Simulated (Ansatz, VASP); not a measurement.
# One calculation of Pd, two programs

```xyz
1
Lattice="2.5577 0.0000 0.0000 0.0000 2.5577 0.0000 0.0000 0.0000 2.5577" Properties=species:S:1:pos:R:3 pbc="T T T"
Pd    0.0000    0.0000    0.0000
```

Alike in both runs: task single point; functional BLYP; k mesh 13 × 13 × 13; occupations fermi-dirac, width 0.05 eV; collinear spin.

```csv
,VASP,Ansatz
version,VASP 6.6.1,Ansatz 0.2.0
potentials or method,"VASP PAW PBE potentials, release 64 (Pd), cutoff 520 eV","plane waves (420 eV) with PAW, scalar-relativistic"
valence electrons in the cell,10,18
```

Ansatz gave:

- pressure (GPa): 17.7
- net moment per atom (μB): 0.00

**Question.** Which values does VASP return?

**Answer.** Pressure (GPa): 18.0; net moment per atom (μB): 0.00.

VASP's potentials were made for PBE, not for BLYP. VASP's potentials hold 10 valence electrons a cell and Ansatz's 18, so a difference there can come from the potentials and not from the codes. Ansatz's warnings: seeded moment not kept.
